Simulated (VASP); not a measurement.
# Zr3S2 (I-4m2) in VASP: single point with PBE

Aim: the single point of Zr3S2 with PBE.

Everything below comes from runs of VASP 6.6.1. Logs are shortened: lines on timing, memory, paths and dates and some standing lists are left out, and cuts for length are marked.

**1. The cell of the first run**

The structure is tetragonal, space group I-4m2 (No. 119). The conventional cell has a = 3.540 Å, b = 3.540 Å, c = 17.331 Å, α = 90.00°, β = 90.00°, γ = 90.00°. Within 3.3 Å of Zr (site symmetry 2mm) lie 3 S at 2.49 to 2.56 Å. Within 3.3 Å of Zr (site symmetry -4m2) lie 4 S at 2.50 Å. Within 3.4 Å of S (site symmetry -4m2) lie 4 Zr at 2.56 Å. S (site symmetry -4m2) has 6 Zr at 2.49 to 2.50 Å within 3.3 Å.

The cell was generated, and may not be a known phase.

**2. Single point, PBE**

Contents of INCAR:

```
ALGO = Normal
EDIFF = 1E-6
ENCUT = 520
GGA = PE
ISIF = 2
ISMEAR = 0
LASPH = True
LCHARG = False
LREAL = False
LWAVE = False
NBANDS = 32
NELM = 80
PREC = Accurate
SIGMA = 0.1
```

Contents of KPOINTS:

```
k-points
0
Gamma
  14 14 14
```

Contents of POSCAR:

```
Zr3S2
1.0
   -1.7701153141      1.7701153141      8.6653147970
    1.7701153141     -1.7701153141      8.6653147970
    1.7701153141      1.7701153141     -8.6653147970
Zr S
3 2
Direct
    0.6436179055      0.6436179055      0.0000000000
    0.3563820945      0.3563820945      0.0000000000
    0.0000000000      0.0000000000      0.0000000000
    0.7500000000      0.2500000000      0.5000000000
    0.5000000000      0.5000000000      0.0000000000
```

Potentials or basis: VASP PAW PBE potentials, release 64 (Zr_sv, S).

Started as:

```sh
cat potpaw_PBE.64/Zr_sv/POTCAR potpaw_PBE.64/S/POTCAR > POTCAR
mpirun -np 1 vasp_std > vasp.out
```

OUTCAR:

```text
EDIFF = 1E-6
   ENCUT = 520
   GGA = PE
   ISIF = 2
   ISMEAR = 0
   LASPH = True
   LREAL = False
   NELM = 80
   PREC = Accurate

 ion  position               nearest neighbor table
   1  0.644  0.644  0.000-   5 2.49   4 2.56   4 2.56   3 3.53   3 3.53   3 3.53   3 3.53
   2  0.356  0.356  0.000-   5 2.49   4 2.56   4 2.56   3 3.53   3 3.53   3 3.53   3 3.53
   3  0.000  0.000  0.000-   5 2.50   5 2.50   5 2.50   5 2.50   2 3.53   1 3.53   2 3.53   1 3.53
                             2 3.53   1 3.53   2 3.53   1 3.53
   4  0.750  0.250  0.500-   1 2.56   2 2.56   2 2.56   1 2.56
   5  0.500  0.500  0.000-   1 2.49   2 2.49   3 2.50   3 2.50   3 2.50   3 2.50

  LATTYP: Found a body centered tetragonal cell.
 ALAT       =     3.5402306282
 C/A-ratio  =     4.8953391499

  Lattice vectors:

 A1 = (  -1.7701153141,   1.7701153141,   8.6653147970)
 A2 = (   1.7701153141,  -1.7701153141,   8.6653147970)
 A3 = (   1.7701153141,   1.7701153141,  -8.6653147970)

Analysis of symmetry for initial positions (statically):
=====================================================================
 Subroutine PRICEL returns:
 Original cell was already a primitive cell.

 Routine SETGRP: Setting up the symmetry group for a
 body centered tetragonal supercell.

 Subroutine GETGRP returns: Found  8 space group operations
 (whereof  8 operations were pure point group operations)
 out of a pool of 16 trial point group operations.

The static configuration has the point symmetry D_2d.

Analysis of symmetry for dynamics (positions and initial velocities):
=====================================================================
 Subroutine PRICEL returns:
 Original cell was already a primitive cell.

 Routine SETGRP: Setting up the symmetry group for a
 body centered tetragonal supercell.

 Subroutine GETGRP returns: Found  8 space group operations
 (whereof  8 operations were pure point group operations)
 out of a pool of 16 trial point group operations.

The dynamic configuration has the point symmetry D_2d.

 Subroutine INISYM returns: Found  8 space group operations
 (whereof  8 operations are pure point group operations),
 and found     1 'primitive' translations

----------------------------------------------------------------------------------------

                                     Primitive cell

  volume of cell :     108.6044
[... 95 lines left out ...]
   EDIFF  = 0.1E-05   stopping-criterion for ELM
   LREAL  =      F    real-space projection
   EDIFFG = 0.1E-04   stopping-criterion for IOM
   NSW    =      0    number of steps for IOM
   IBRION =     -1    ionic relax: 0-MD 1-quasi-New 2-CG
   NFREE  =      0    steps in history (QN), initial steepest desc. (CG)
   ISIF   =      2    stress and relaxation
   ISYM   =      2    0-nonsym 1-usesym 2-fastsym
   POTIM  = 0.5000    time-step for ionic-motion
   TEBEG  =    0.0;   TEEND  =   0.0 temperature during run
   PSTRESS=    0.0 pullay stress
   NELECT =      48.0000    total number of electrons
   NUPDOWN=      -1.0000    fix difference up-down
   EMIN   =  10.00;   EMAX   =-10.00  energy-range for DOS
   EFERMI =   0.00;   METHOD = LEGACY
   ISMEAR =     0;   SIGMA  =   0.10  broadening in eV -4-tet -1-fermi 0-gaus
   EFERMI_NEDOS =   21; number of points for ismear=-14 and -15
   IALGO  =     38    algorithm
   IMIX   =      4    mixing-type and parameters
     AMIX     =   0.40;   BMIX     =  1.00
     AMIX_MAG =   1.60;   BMIX_MAG =  1.00
  volume/ion in A,a.u.               =      21.72       146.58
  Fermi-wavevector in a.u.,A,eV,Ry     =   1.247018  2.356523 21.157796  1.555054
  Thomas-Fermi vector in A             =   2.381169
   LORBIT       =      0    0 simple, 1 ext, 2 COOP (PROOUT), +10 PAW based schemes
   GGA     = PE    functional components
   LHFCALC =     F    Hartree Fock is set to
   AEXX    =    0.0000 exact exchange contribution
   IVDW    =     0    specifies the selected vdW correction
   LEPSILON=     F    determine dielectric tensor
   LRPA    =     F    only Hartree local field effects (RPA)
 non-spin polarized calculation
 Gauss-broadening in eV      SIGMA  =   0.10
  energy-cutoff  :      520.00
  volume of cell :      108.60
 maximum number of plane-waves:      2957
 NGX is ok and might be reduce to    70
   NGX = 33   NGY = 33   NGZ = 33

 number of electron      48.0000002 magnetization

 Free energy of the ion-electron system (eV)
  ---------------------------------------------------
  ext. energy  EPLUGINS =         0.00000000
  ---------------------------------------------------
  free energy    TOTEN  =       -38.80728188 eV

  energy without entropy =      -38.79143182  energy(sigma->0) =      -38.79935685

 E-fermi :   8.2098     XC(G=0): -10.5526

 val. band max:        8.2036588599   @ k =   0.3571   0.3571   0.0714
 cond. band min:       8.2116659570   @ k =  -0.4286   0.5000   0.4286
 fundamental gap:      0.0080070971
 Fermi energy:         8.2098350077

 k-point     1 :       0.0000    0.0000    0.0000
  band No.  band energies     occupation
      1     -41.2213      2.00000
      2     -41.2152      2.00000
      3     -41.1099      2.00000
      4     -19.4302      2.00000
      5     -19.4031      2.00000
      6     -19.2808      2.00000
[... 829 lines left out ...]
     31      10.5982      0.00000
     32      11.0991      0.00000

 [... further k-points ...]

------------------------ aborting loop because EDIFF is reached ----------------------------------------

  FORCE on cell =-STRESS in cart. coord.  units (eV):
  Direction    XX          YY          ZZ          XY          YZ          ZX
  --------------------------------------------------------------------------------------
  -------------------------------------------------------------------------------------
  Total        0.0056114      0.0056114      0.0302777      0.0000000      0.0000000     -0.0000000
  in kB        0.0827812      0.0827812      0.4466693      0.0000000      0.0000000     -0.0000000
  external PRESSURE =       0.2040772 kB  Pullay stress =       0.0000000 kB

 VOLUME and BASIS-vectors are now :
 -----------------------------------------------------------------------------
  energy-cutoff  :      520.00
  volume of cell :      108.60
      direct lattice vectors                 reciprocal lattice vectors
    -1.770115314  1.770115314  8.665314797     0.000000000  0.282467473  0.057701308
     1.770115314 -1.770115314  8.665314797     0.282467473  0.000000000  0.057701308
     1.770115314  1.770115314 -8.665314797     0.282467473  0.282467473  0.000000000

 POSITION                                       TOTAL-FORCE (eV/Angst)
 -----------------------------------------------------------------------------------
      0.00000      0.00000     11.15430        -0.000000      0.000000     -0.000377
      0.00000      0.00000      6.17633        -0.000000      0.000000      0.000377
      0.00000      0.00000      0.00000         0.000000     -0.000000     -0.000000
      0.00000      1.77012      4.33266         0.000000     -0.000000     -0.000000
      0.00000      0.00000      8.66531         0.000000     -0.000000     -0.000000
 -----------------------------------------------------------------------------------
    total drift:                               -0.000000      0.000000      0.000000

  FREE ENERGIE OF THE ION-ELECTRON SYSTEM (eV)
  ---------------------------------------------------
  free  energy   TOTEN  =       -38.8072818777 eV

  energy  without entropy=      -38.7914318179  energy(sigma->0) =      -38.79935685
```

OSZICAR:

```text
N       E                     dE             d eps       ncg     rms          rms(c)
DAV:   1     0.441623734593E+03    0.44162E+03   -0.24638E+04 15616   0.145E+03
DAV:   2    -0.676292183462E+01   -0.44839E+03   -0.43297E+03 18768   0.396E+02
DAV:   3    -0.391436862228E+02   -0.32381E+02   -0.31715E+02 24824   0.866E+01
DAV:   4    -0.414749241130E+02   -0.23312E+01   -0.23224E+01 23640   0.205E+01
DAV:   5    -0.415555935827E+02   -0.80669E-01   -0.80656E-01 22504   0.361E+00    0.239E+01
DAV:   6    -0.389597805270E+02    0.25958E+01   -0.84568E+00 19296   0.139E+01    0.107E+01
DAV:   7    -0.388880260344E+02    0.71754E-01   -0.21887E+00 26160   0.675E+00    0.430E+00
DAV:   8    -0.388162910277E+02    0.71735E-01   -0.46732E-01 20776   0.348E+00    0.201E+00
DAV:   9    -0.388082169517E+02    0.80741E-02   -0.96162E-02 21456   0.191E+00    0.400E-01
DAV:  10    -0.388070873444E+02    0.11296E-02   -0.11986E-02 20000   0.626E-01    0.200E-01
DAV:  11    -0.388072893699E+02   -0.20203E-03   -0.14069E-03 21416   0.274E-01    0.298E-02
DAV:  12    -0.388072894651E+02   -0.95277E-07   -0.16734E-04 21400   0.598E-02    0.372E-02
DAV:  13    -0.388072817470E+02    0.77181E-05   -0.30643E-05 20448   0.333E-02    0.458E-03
DAV:  14    -0.388072818777E+02   -0.13063E-06   -0.14894E-06 14264   0.907E-03
   1 F= -.38807282E+02 E0= -.38799357E+02  d E =-.158501E-01
```

stdout:

```text
POSCAR found type information on POSCAR ZrS
 POSCAR found :  2 types and       5 ions
 scaLAPACK will be used
 LDA part: xc-table for (Slater+PW92), standard interpolation
 POSCAR, INCAR and KPOINTS ok, starting setup
 FFT: planning ... GRIDC
 FFT: planning ... GRID_SOFT
 FFT: planning ... GRID
 WAVECAR not read
 entering main loop
```

Run time: 47 min. Hardware: 1 thread of AMD EPYC 9R45 (Zen 5), shared host; peak memory 1.1 GiB.

What came out:

```yaml
Free_energy: -38.8073 eV
Pressure: 0.0 GPa
Band_gap_on_the_k_mesh: zero (bands 24 and 25 overlap by 0.62 eV)
```
